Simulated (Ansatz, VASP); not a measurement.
# One calculation of Ge, two programs

```
Ge
1.0
    -1.68515    1.68515    1.68515
     1.68515   -1.68515    1.68515
     1.68515    1.68515   -1.68515
Ge
1
Direct
  0.00000 0.00000 0.00000
```

Alike in both runs: functional PBE; k mesh 17 × 17 × 17; occupations fermi-dirac, width 0.05 eV; no spin polarisation.

Ansatz relaxed the structure, and its values are those at the end. VASP's run is a single point on that final structure, the one shown.

|  | VASP | Ansatz |
| --- | --- | --- |
| version | VASP 6.6.1 | Ansatz 0.2.0 |
| potentials or method | VASP PAW PBE potentials, release 64 (Ge_d) | PAW with Ansatz's default frozen-core files, scalar-relativistic |
| plane-wave cutoff (eV) | 520 | 420 |
| valence electrons in the cell | 14 | 14 |

|  | VASP | Ansatz | Ansatz less VASP |
| --- | --- | --- | --- |
| pressure (GPa) | 0.0 | 0.0 | -0.03 |
